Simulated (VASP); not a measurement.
Set up this calculation in VASP 6.6.1, as the native input.

- Task: single point
- Functional: PBE
- Potentials or basis: VASP PAW PBE potentials, release 64 (Hg, Te)
- Cutoff: 520 eV
- k mesh: 12 × 12 × 12
- Occupations: gaussian, width 0.1 eV
- Spin: no spin polarisation
- Dipole correction: no
- Further INCAR settings: ALGO = Normal; EDIFF = 1e-06; NBANDS = 16

The structure of HgTe lies in POSCAR:

```
HgTe
1.0
    0.0000000000      3.3247980481      3.3247980481
    3.3247980481      0.0000000000      3.3247980481
    3.3247980481      3.3247980481      0.0000000000
Hg Te
1 1
Direct
    0.0000000000      0.0000000000      0.0000000000
    0.2500000000      0.2500000000      0.2500000000
```

One way to write it, as run:

INCAR

```
PREC     = Accurate       # precision mode
ENCUT    = 520            # plane-wave cutoff, eV
EDIFF    = 1E-6           # SCF threshold, eV
ISMEAR   = 0              # smearing method
SIGMA    = 0.1            # smearing width, eV
LREAL    = F              # projectors in reciprocal space
LASPH    = T              # aspherical terms in the spheres
NELM     = 80             # most SCF steps
ALGO     = Normal         # electronic algorithm
ISIF     = 2              # what is computed and relaxed
LWAVE    = F              # write WAVECAR
LCHARG   = T              # write CHGCAR
GGA      = PE             # functional
LELF     = T              # ELF
LVHAR    = T            
NBANDS   = 16             # bands
```

KPOINTS

```
regular mesh
0
Gamma
  12 12 12
```

Potentials or basis: VASP PAW PBE potentials, release 64 (Hg, Te).

The run is started by

```console
$ cat potpaw_PBE.64/Hg/POTCAR potpaw_PBE.64/Te/POTCAR > POTCAR
$ mpirun -np 1 vasp_std > vasp.out
```

Results of the run:

| Item | Value |
| --- | --- |
| Pressure | 0.1 GPa |
| Band gap on the k mesh | zero (filled and empty bands touch) |

Caveat: spin-orbit coupling is left out, which moves the levels of the heavy elements.

It took 58 s on 1 thread of Intel(R) Xeon(R) Platinum 8259CL CPU @ 2.50GHz (Skylake/Cascade Lake), on a shared host, peak memory 0.26 GiB.
